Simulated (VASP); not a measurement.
# B3N2 (Pm-3m) in VASP: notebook

B3N2 is run at these levels: PBE; tasks: single point.

Program: VASP 6.6.1. These are calculated values, not measurements. Logs are shortened: lines on timing, memory, paths and dates and some standing lists are left out, and cuts for length are marked.

### 1 The cell of the first run

The structure is cubic, space group Pm-3m (No. 221). Conventional cell: a = 3.721 Å, b = 3.721 Å, c = 3.721 Å, α = 90.00°, β = 90.00°, γ = 90.00°. Within 2.5 Å of B (site symmetry 4/mmm) lie 2 N at 1.86 Å. Within 3.5 Å of N (site symmetry m-3m) lie 12 B at 2.63 Å and 8 N at 3.22 Å. N (site symmetry m-3m) has 6 B at 1.86 Å within 2.5 Å.

The cell was built from a structure type or drawn by symmetry, and may not be a known phase.

### 2 Single point, PBE

Contents of INCAR:

```
SYSTEM = B3N2
ALGO = Normal
EDIFF = 1E-6
ENCUT = 520
GGA = PE
ISIF = 2
ISMEAR = 0
LASPH = .True.
LCHARG = .False.
LREAL = .False.
LWAVE = .False.
NBANDS = 18
NELM = 60
PREC = Accurate
SIGMA = 0.1
```

Contents of KPOINTS:

```
k-points
0
Gamma
  6 6 6
  0 0 0
```

Contents of POSCAR:

```
B3N2
1.0
    3.7214662900      0.0000000000      0.0000000000
    0.0000000000      3.7214662900      0.0000000000
    0.0000000000      0.0000000000      3.7214662900
B N
3 2
Direct
    0.5000000000      0.0000000000      0.0000000000
    0.0000000000      0.5000000000      0.0000000000
    0.0000000000      0.0000000000      0.5000000000
    0.5000000000      0.5000000000      0.5000000000
    0.0000000000      0.0000000000      0.0000000000
```

Potentials or basis: VASP PAW PBE potentials, release 64 (B, N).

Started as:

```sh
$ cat potpaw_PBE.64/B/POTCAR potpaw_PBE.64/N/POTCAR > POTCAR
$ mpirun -np 1 vasp_std > vasp.out
```

OUTCAR:

```text
SYSTEM = B3N2
   EDIFF = 1E-6
   ENCUT = 520
   GGA = PE
   ISIF = 2
   ISMEAR = 0
   LASPH = .True.
   LREAL = .False.
   NELM = 60
   PREC = Accurate

 ion  position               nearest neighbor table
   1  0.500  0.000  0.000-   5 1.86   5 1.86
   2  0.000  0.500  0.000-   5 1.86   5 1.86
   3  0.000  0.000  0.500-   5 1.86   5 1.86
   4  0.500  0.500  0.500-
   5  0.000  0.000  0.000-   1 1.86   2 1.86   3 1.86   3 1.86   2 1.86   1 1.86

  LATTYP: Found a simple cubic cell.
 ALAT       =     3.7214662900

  Lattice vectors:

 A1 = (   3.7214662900,   0.0000000000,   0.0000000000)
 A2 = (   0.0000000000,   3.7214662900,   0.0000000000)
 A3 = (   0.0000000000,   0.0000000000,   3.7214662900)

Analysis of symmetry for initial positions (statically):
=====================================================================
 Subroutine PRICEL returns:
 Original cell was already a primitive cell.

 Routine SETGRP: Setting up the symmetry group for a
 simple cubic supercell.

 Subroutine GETGRP returns: Found 48 space group operations
 (whereof 48 operations were pure point group operations)
 out of a pool of 48 trial point group operations.

The static configuration has the point symmetry O_h .

Analysis of symmetry for dynamics (positions and initial velocities):
=====================================================================
 Subroutine PRICEL returns:
 Original cell was already a primitive cell.

 Routine SETGRP: Setting up the symmetry group for a
 simple cubic supercell.

 Subroutine GETGRP returns: Found 48 space group operations
 (whereof 48 operations were pure point group operations)
 out of a pool of 48 trial point group operations.

The dynamic configuration has the point symmetry O_h .

 Subroutine INISYM returns: Found 48 space group operations
 (whereof 48 operations are pure point group operations),
 and found     1 'primitive' translations

----------------------------------------------------------------------------------------

                                     Primitive cell

  volume of cell :      51.5397

  direct lattice vectors                    reciprocal lattice vectors
     3.721466290  0.000000000  0.000000000     0.268711288  0.000000000  0.000000000
     0.000000000  3.721466290  0.000000000     0.000000000  0.268711288  0.000000000
     0.000000000  0.000000000  3.721466290     0.000000000  0.000000000  0.268711288

  length of vectors
     3.721466290  3.721466290  3.721466290     0.268711288  0.268711288  0.268711288

  position of ions in fractional coordinates (direct lattice)
     0.500000000  0.000000000  0.000000000
     0.000000000  0.500000000  0.000000000
     0.000000000  0.000000000  0.500000000
     0.500000000  0.500000000  0.500000000
     0.000000000  0.000000000  0.000000000

  ion indices of the primitive-cell ions
   primitive index   ion index
                 1           1
                 2           2
                 3           3
                 4           4
                 5           5

----------------------------------------------------------------------------------------

 KPOINTS: k-points

Automatic generation of k-mesh.
 Grid dimensions read from file:
 generate k-points for:    6    6    6

 Generating k-lattice:

  Cartesian coordinates                     Fractional coordinates (reciprocal lattice)
     0.044785215  0.000000000  0.000000000     0.166666667  0.000000000  0.000000000
     0.000000000  0.044785215  0.000000000     0.000000000  0.166666667  0.000000000
     0.000000000  0.000000000  0.044785215     0.000000000  0.000000000  0.166666667

  Length of vectors
     0.044785215  0.044785215  0.044785215

  Shift w.r.t. Gamma in fractional coordinates (k-lattice)
     0.000000000  0.000000000  0.000000000

 Subroutine IBZKPT returns following result:
 ===========================================

 Found     20 irreducible k-points:

 Following reciprocal coordinates:
            Coordinates               Weight
  0.000000  0.000000  0.000000      1.000000
  0.166667  0.000000  0.000000      6.000000
  0.333333  0.000000  0.000000      6.000000
  0.500000  0.000000  0.000000      3.000000
  0.166667  0.166667  0.000000     12.000000
  0.333333  0.166667  0.000000     24.000000
[... 12 lines left out ...]
  0.500000  0.500000  0.333333      6.000000
  0.500000  0.500000  0.500000      1.000000
   k-points           NKPTS =     20   k-points in BZ     NKDIM =     20   number of bands    NBANDS=     18
   number of dos      NEDOS =    301   number of ions     NIONS =      5
   total plane-waves  NPLWV =  21952
   dimension x,y,z NGX =    28 NGY =   28 NGZ =   28
   dimension x,y,z NGXF=    56 NGYF=   56 NGZF=   56
   ions per type =               3   2
   NGX,Y,Z   is equivalent  to a cutoff of  12.51, 12.51, 12.51 a.u.
   NGXF,Y,Z  is equivalent  to a cutoff of  25.02, 25.02, 25.02 a.u.
 SYSTEM =  B3N2
   PREC   = accura    normal or accurate (medium, high low for compatibility)
   ISTART =      0    job   : 0-new  1-cont  2-samecut
   ICHARG =      2    charge: 1-file 2-atom 10-const
   ISPIN  =      1    spin polarized calculation?
   LNONCOLLINEAR =      F non collinear calculations
   LSORBIT =      F    spin-orbit coupling
   LASPH  =      T    aspherical Exc in radial PAW
   ENCUT  =  520.0 eV  38.22 Ry    6.18 a.u.   6.92  6.92  6.92*2*pi/ulx,y,z
   NELM   =     60;   NELMIN=  2; NELMDL= -5     # of ELM steps
   EDIFF  = 0.1E-05   stopping-criterion for ELM
   LREAL  =      F    real-space projection
[... 7 lines left out ...]
   TEBEG  =    0.0;   TEEND  =   0.0 temperature during run
   PSTRESS=    0.0 pullay stress
   NELECT =      19.0000    total number of electrons
   NUPDOWN=      -1.0000    fix difference up-down
   EMIN   =  10.00;   EMAX   =-10.00  energy-range for DOS
   EFERMI =   0.00;   METHOD = LEGACY
   ISMEAR =     0;   SIGMA  =   0.10  broadening in eV -4-tet -1-fermi 0-gaus
   EFERMI_NEDOS =   21; number of points for ismear=-14 and -15
   IALGO  =     38    algorithm
   IMIX   =      4    mixing-type and parameters
     AMIX     =   0.40;   BMIX     =  1.00
     AMIX_MAG =   1.60;   BMIX_MAG =  1.00
  volume/ion in A,a.u.               =      10.31        69.56
  Fermi-wavevector in a.u.,A,eV,Ry     =   1.173848  2.218251 18.747735  1.377920
  Thomas-Fermi vector in A             =   2.310255
   LORBIT       =      0    0 simple, 1 ext, 2 COOP (PROOUT), +10 PAW based schemes
   GGA     = PE    functional components
   LHFCALC =     F    Hartree Fock is set to
   AEXX    =    0.0000 exact exchange contribution
   IVDW    =     0    specifies the selected vdW correction
   LEPSILON=     F    determine dielectric tensor
   LRPA    =     F    only Hartree local field effects (RPA)
 non-spin polarized calculation
 Gauss-broadening in eV      SIGMA  =   0.10
  energy-cutoff  :      520.00
  volume of cell :       51.54
 maximum number of plane-waves:      1409
 NGX is ok and might be reduce to    28
   NGX = 13   NGY = 13   NGZ = 13

 number of electron      18.9999997 magnetization

 Free energy of the ion-electron system (eV)
  ---------------------------------------------------
  ext. energy  EPLUGINS =         0.00000000
  ---------------------------------------------------
  free energy    TOTEN  =       -23.03095814 eV

  energy without entropy =      -22.99923570  energy(sigma->0) =      -23.01509692

 E-fermi :   3.9280     XC(G=0): -10.6947

 val. band max:        3.9268319210   @ k =   0.5000   0.3333   0.1667
 cond. band min:       3.9358837942   @ k =   0.3333   0.1667   0.1667
 fundamental gap:      0.0090518732
 Fermi energy:         3.9279894115

 k-point     1 :       0.0000    0.0000    0.0000
  band No.  band energies     occupation
      1     -14.0481      2.00000
      2      -8.8991      2.00000
      3      -3.8067      2.00000
      4      -3.8067      2.00000
      5      -3.8067      2.00000
      6       0.8438      2.00000
[... 10 lines left out ...]
     17       8.3785      0.00000
     18      14.6312      0.00000

 k-point     2 :       0.1667    0.0000    0.0000
  band No.  band energies     occupation
      1     -13.9614      2.00000
      2      -9.0212      2.00000
      3      -4.1690      2.00000
      4      -3.7008      2.00000
      5      -3.7008      2.00000
      6       0.0262      2.00000
[... 10 lines left out ...]
     17       8.1242      0.00000
     18      13.5237      0.00000

 k-point     3 :       0.3333    0.0000    0.0000
  band No.  band energies     occupation
      1     -13.7700      2.00000
      2      -9.3144      2.00000
      3      -4.5890      2.00000
      4      -3.4668      2.00000
      5      -3.4668      2.00000
      6      -0.9776      2.00000
[... 10 lines left out ...]
     17       7.5485      0.00000
     18      11.0092      0.00000

 k-point     4 :       0.5000    0.0000    0.0000
  band No.  band energies     occupation
      1     -13.6628      2.00000
      2      -9.4861      2.00000
      3      -4.7017      2.00000
      4      -3.3357      2.00000
      5      -3.3357      2.00000
      6      -1.3800      2.00000
[... 291 lines left out ...]
      4      -4.8669      2.00000
      5      -4.5225      2.00000
      6      -0.4822      2.00000
[... 10 lines left out ...]
     17       9.4522      0.00000
     18       9.5742      0.00000

 k-point    19 :       0.5000    0.5000    0.3333
  band No.  band energies     occupation
      1     -13.3133      2.00000
      2      -8.6501      2.00000
      3      -5.0676      2.00000
      4      -5.0676      2.00000
      5      -4.4648      2.00000
      6      -0.4918      2.00000
[... 10 lines left out ...]
     17       9.5347      0.00000
     18       9.5347      0.00000

 k-point    20 :       0.5000    0.5000    0.5000
  band No.  band energies     occupation
      1     -13.2690      2.00000
      2      -8.5665      2.00000
      3      -4.8092      2.00000
      4      -4.8092      2.00000
      5      -4.8092      2.00000
      6      -0.9436      2.00000
[... 10 lines left out ...]
     17       9.4897      0.00000
     18      10.0862      0.00000

------------------------ aborting loop because EDIFF is reached ----------------------------------------

  FORCE on cell =-STRESS in cart. coord.  units (eV):
  Direction    XX          YY          ZZ          XY          YZ          ZX
  --------------------------------------------------------------------------------------
  -------------------------------------------------------------------------------------
  Total       -9.3669836     -9.3669836     -9.3669836     -0.0000000      0.0000000     -0.0000000
  in kB     -291.1843801   -291.1843801   -291.1843801     -0.0000000      0.0000000     -0.0000000
  external PRESSURE =    -291.1843801 kB  Pullay stress =       0.0000000 kB

 VOLUME and BASIS-vectors are now :
 -----------------------------------------------------------------------------
  energy-cutoff  :      520.00
  volume of cell :       51.54
      direct lattice vectors                 reciprocal lattice vectors
     3.721466290  0.000000000  0.000000000     0.268711288  0.000000000  0.000000000
     0.000000000  3.721466290  0.000000000     0.000000000  0.268711288  0.000000000
     0.000000000  0.000000000  3.721466290     0.000000000  0.000000000  0.268711288

 POSITION                                       TOTAL-FORCE (eV/Angst)
 -----------------------------------------------------------------------------------
      1.86073      0.00000      0.00000         0.000000      0.000000      0.000000
      0.00000      1.86073      0.00000         0.000000      0.000000      0.000000
      0.00000      0.00000      1.86073         0.000000      0.000000      0.000000
      1.86073      1.86073      1.86073         0.000000      0.000000      0.000000
      0.00000      0.00000      0.00000         0.000000      0.000000      0.000000
 -----------------------------------------------------------------------------------
    total drift:                                0.000000      0.000000      0.000000

  FREE ENERGIE OF THE ION-ELECTRON SYSTEM (eV)
  ---------------------------------------------------
  free  energy   TOTEN  =       -23.0309581400 eV

  energy  without entropy=      -22.9992356967  energy(sigma->0) =      -23.01509692
```

It took 44 s on 1 thread of Intel Xeon 8259CL, shared host; peak memory 0.15 GiB.

What came out:

```
Free energy            : -23.0310 eV
Pressure               : -29.1 GPa
Band gap on the k mesh : zero (an odd number of electrons rules out a gap without spin polarisation)
```

Caveat: the cell stands under tension.

### 3 Single point, PBE, collinear spin, ferromagnetic start

This run uses another cell than the first one, of 7.55 Å³/atom.

Contents of INCAR:

```
ALGO = Normal
EDIFF = 1E-6
ENCUT = 520
GGA = PE
ISIF = 2
ISMEAR = 0
ISPIN = 2
LASPH = True
LCHARG = False
LORBIT = 11
LREAL = False
LWAVE = False
MAGMOM = 0 0 0 1 1
NBANDS = 22
NELM = 150
PREC = Accurate
SIGMA = 0.1
```

Contents of KPOINTS:

```
k-points
0
Gamma
  6 6 6
```

POSCAR, as its differences from that of step 2:

```diff
@@ -2,5 +2,5 @@
 1.0
-    3.7214662900      0.0000000000      0.0000000000
-    0.0000000000      3.7214662900      0.0000000000
-    0.0000000000      0.0000000000      3.7214662900
+    3.3552359128      0.0000000000      0.0000000000
+    0.0000000000      3.3552359128      0.0000000000
+    0.0000000000      0.0000000000      3.3552359128
 B N
```

Potentials or basis: VASP PAW PBE potentials, release 64 (B, N).

Started as:

```sh
$ cat potpaw_PBE.64/B/POTCAR potpaw_PBE.64/N/POTCAR > POTCAR
$ mpirun -np 1 vasp_std > vasp.out
```

Run time: 77 s. Hardware: 1 thread of Intel Xeon 8259CL, shared host; peak memory 0.17 GiB.

The run converged. Its results:

```
Free energy                                           : -24.6933 eV
Pressure                                              : -0.5 GPa
Net moment                                            : 0.00 μB per cell
Valence electrons inside the program's atomic spheres : B 1.56; N 3.41, 3.79
```

Levels at points of the mesh, in eV from the Fermi level:
Spin up:
```tsv
k point	band 6	band 7	band 8	band 9	band 10	band 11	band 12	band 13
(0.00, 0.00, 0.00)	-2.73	-2.73	-2.73	-2.49	-2.49	-1.47	3.54	3.54
(0.50, 0.00, 0.00)	-6.48	-3.65	-3.65	-1.12	0.59	2.65	2.71	3.00
(0.50, 0.50, 0.00)	-3.33	-3.33	-2.57	-2.22	-1.90	0.38	0.38	4.89
(0.50, 0.50, 0.50)	-7.38	-7.38	-7.38	3.13	3.13	3.13	4.22	4.22
```
Spin down:
| k point | band 6 | band 7 | band 8 | band 9 | band 10 | band 11 | band 12 | band 13 |
| --- | --- | --- | --- | --- | --- | --- | --- | --- |
| (0.00, 0.00, 0.00) | -2.73 | -2.73 | -2.73 | -2.49 | -2.49 | -1.47 | 3.54 | 3.54 |
| (0.50, 0.00, 0.00) | -6.48 | -3.65 | -3.65 | -1.12 | 0.59 | 2.65 | 2.71 | 3.00 |
| (0.50, 0.50, 0.00) | -3.33 | -3.33 | -2.57 | -2.22 | -1.90 | 0.38 | 0.38 | 4.89 |
| (0.50, 0.50, 0.50) | -7.38 | -7.38 | -7.38 | 3.13 | 3.13 | 3.13 | 4.22 | 4.22 |

### 4 Single point, PBE

This run uses another cell than the first one, of 7.46 Å³/atom.

Contents of INCAR:

```
SYSTEM = B3N2
PREC     = Accurate       ! precision mode
ENCUT    = 520            ! plane-wave cutoff, eV
EDIFF    = 1E-6           ! SCF threshold, eV
ISMEAR   = 0              ! smearing method
SIGMA    = 0.1            ! smearing width, eV
LREAL    = .FALSE.        ! projectors in reciprocal space
LASPH    = .TRUE.         ! aspherical terms in the spheres
NELM     = 100            ! most SCF steps
ALGO     = Normal         ! electronic algorithm
ISIF     = 2              ! what is computed and relaxed
LWAVE    = .FALSE.        ! write WAVECAR
LCHARG   = .TRUE.         ! write CHGCAR
GGA      = PE             ! functional
LELF     = .TRUE.         ! ELF
LVHAR    = .TRUE.       
NBANDS   = 18             ! bands
```

Contents of KPOINTS:

```
Automatic mesh
0
G
  12 12 12
  0 0 0
```

POSCAR, as its differences from that of step 3:

```diff
@@ -2,5 +2,5 @@
 1.0
-    3.3552359128      0.0000000000      0.0000000000
-    0.0000000000      3.3552359128      0.0000000000
-    0.0000000000      0.0000000000      3.3552359128
+    3.3417277665      0.0000000000      0.0000000000
+    0.0000000000      3.3417277665      0.0000000000
+    0.0000000000      0.0000000000      3.3417277665
 B N
```

Started as:

```sh
$ cat potpaw_PBE.64/B/POTCAR potpaw_PBE.64/N/POTCAR > POTCAR
$ mpirun -np 1 vasp_std > vasp.out
```

Run time: 1.8 min. Hardware: 1 thread of Intel Xeon 8259CL, shared host; peak memory 0.18 GiB.

Results (log left out):

| Item | Value |
| --- | --- |
| Free energy | -24.6881 eV |
| Pressure | -0.2 GPa |
| Band gap on the k mesh | zero (an odd number of electrons rules out a gap without spin polarisation) |

Levels at points of the mesh, in eV from the Fermi level:
```csv
k point,band 8,band 9,band 10,band 11,band 12,band 13
"(0.00, 0.00, 0.00)",-2.84,-2.59,-2.59,-1.47,3.45,3.45
"(0.50, 0.00, 0.00)",-3.79,-1.18,0.46,2.60,2.69,2.90
"(0.50, 0.50, 0.00)",-2.69,-2.32,-1.96,0.25,0.25,4.84
"(0.50, 0.50, 0.50)",-7.57,3.08,3.08,3.08,4.19,4.19
```

### 5 The runs side by side

```tsv
spin	cell	k mesh	gap on the mesh (eV)	pressure (GPa)
off	a = 3.721 Å, 5 atoms	6 × 6 × 6	none	-29.1
collinear, ferromagnetic start	a = 3.355 Å, 5 atoms	6 × 6 × 6	none	-0.5
off	a = 3.342 Å, 5 atoms	12 × 12 × 12	none	-0.2
```

Alike in all rows: task single point; level PBE; potentials or basis VASP PAW PBE potentials, release 64 (B, N); cutoff (eV) 520; smearing gaussian 0.1 eV.

Caveats: the cell stands under tension (at least some runs).

Total energies depend on the potentials used, so only differences within one code and one set of settings carry meaning.
